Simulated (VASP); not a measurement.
Here is a VASP 6.6.1 calculation.

POSCAR

```
BP
1.0
    0.0000000000      2.2683156780      2.2683156780
    2.2683156780      0.0000000000      2.2683156780
    2.2683156780      2.2683156780      0.0000000000
B P
1 1
Direct
    0.0000000000      0.0000000000      0.0000000000
    0.2500000000      0.2500000000      0.2500000000
```

Contents of INCAR.step1:

```
SYSTEM = BP
PREC     = Accurate       ! precision mode
ENCUT    = 520            ! plane-wave cutoff, eV
EDIFF    = 1E-5           ! SCF threshold, eV
ISMEAR   = 0              ! smearing method
SIGMA    = 0.01           ! smearing width, eV
LREAL    = .False.        ! projectors in reciprocal space
LASPH    = .True.         ! aspherical terms in the spheres
NELM     = 80             ! most SCF steps
ALGO     = Normal         ! electronic algorithm
ISIF     = 2              ! what is computed and relaxed
LWAVE    = .True.         ! write WAVECAR
LCHARG   = .False.        ! write CHGCAR
GGA      = PE             ! functional
NBANDS   = 11             ! bands
```

INCAR.step2

```
SYSTEM = BP
PREC     = Accurate       ! precision mode
ENCUT    = 520            ! plane-wave cutoff, eV
EDIFF    = 1E-6           ! SCF threshold, eV
ISMEAR   = 0              ! smearing method
SIGMA    = 0.01           ! smearing width, eV
LREAL    = .False.        ! projectors in reciprocal space
LASPH    = .True.         ! aspherical terms in the spheres
NELM     = 80             ! most SCF steps
ALGO     = Normal         ! electronic algorithm
ISIF     = 2              ! what is computed and relaxed
LWAVE    = .False.        ! write WAVECAR
LCHARG   = .False.        ! write CHGCAR
GGA      = PE             ! functional
LHFCALC  = .True.         ! exact exchange
AEXX     = 0.25           ! exact-exchange fraction
PRECFOCK = Normal       
ISTART   = 1            
NBANDS   = 11             ! bands
```

The input KPOINTS:

```
Automatic mesh
0
Gamma
  6 6 6
  0 0 0
```

Potentials or basis: VASP PAW PBE potentials, release 64 (B, P).

Launch:

```sh
$ cat potpaw_PBE.64/B/POTCAR potpaw_PBE.64/P/POTCAR > POTCAR
$ cp INCAR.step1 INCAR
$ mpirun -np 1 vasp_std > vasp.out
$ cp INCAR.step2 INCAR
$ mpirun -np 1 vasp_std > vasp.out
```

Problem. Predict the band gap on the k mesh.

Solution. 2.79 eV, indirect (least direct gap 5.05 eV).

Problem. What does it give for the pressure?

Solution. -2.0 GPa.

Caveat: the PAW data sets were made with another functional, which shifts forces and pressure a little. A k mesh can miss the band edges.
